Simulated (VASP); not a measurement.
## PbS: single point with PBE+D3(BJ)

The system is PbS.

```
Pb S
1.0
     2.07638    1.19880    3.39336
    -2.07638    1.19880    3.39336
     0.00000   -2.39759    3.39336
Pb S
1 1
Direct
  0.97799 0.97799 0.97799
  0.47761 0.47761 0.47761
```

```json
{"Program": "VASP 6.6.1", "Task": "single point", "Functional": "PBE", "Dispersion": "D3(BJ)", "Potentials or basis": "VASP PAW PBE potentials, release 64 (Pb_d, S)", "Cutoff": "520 eV", "k mesh": "12 × 12 × 12", "Occupations": "gaussian, width 0.02 eV", "Spin": "no spin polarisation", "Dipole correction": "no", "Further INCAR settings": "ALGO = Normal; EDIFF = 1e-06; NBANDS = 17"}
```

```
Pressure                   : 1.8 GPa
Largest force              : 0.003 eV/Å
Band gap on the k mesh     : 0.25 eV
Dispersion energy per atom : -0.358 eV
```

Forces in eV/Å, atoms in the order of the input:
```
Pb   0.000  0.000 -0.003
S    0.000  0.000  0.003
```

Levels at points of the mesh, in eV from the valence-band top:
```tsv
k point	band 6	band 7	band 8	band 9	band 10	band 11	band 12	band 13	band 14	band 15
(0.00, 0.00, 0.00)	-13.90	-6.02	-2.36	-2.36	-2.36	5.26	5.26	5.26	6.61	6.62
(0.50, 0.00, 0.00)	-12.59	-9.06	-1.95	-1.94	0.00	0.25	1.85	1.86	8.66	10.03
(0.50, 0.50, 0.00)	-12.10	-7.29	-5.49	-3.68	-3.67	3.69	5.64	5.76	5.76	11.16
(0.50, 0.50, 0.50)	-12.59	-9.07	-1.94	-1.94	0.00	0.25	1.86	1.86	8.66	10.03
```

It took 3.8 min on 1 thread of Intel Xeon 8259CL, on a shared host, peak memory 0.27 GiB.

Caveat: spin-orbit coupling is left out, which moves the levels of the heavy elements. A k mesh can miss the band edges.
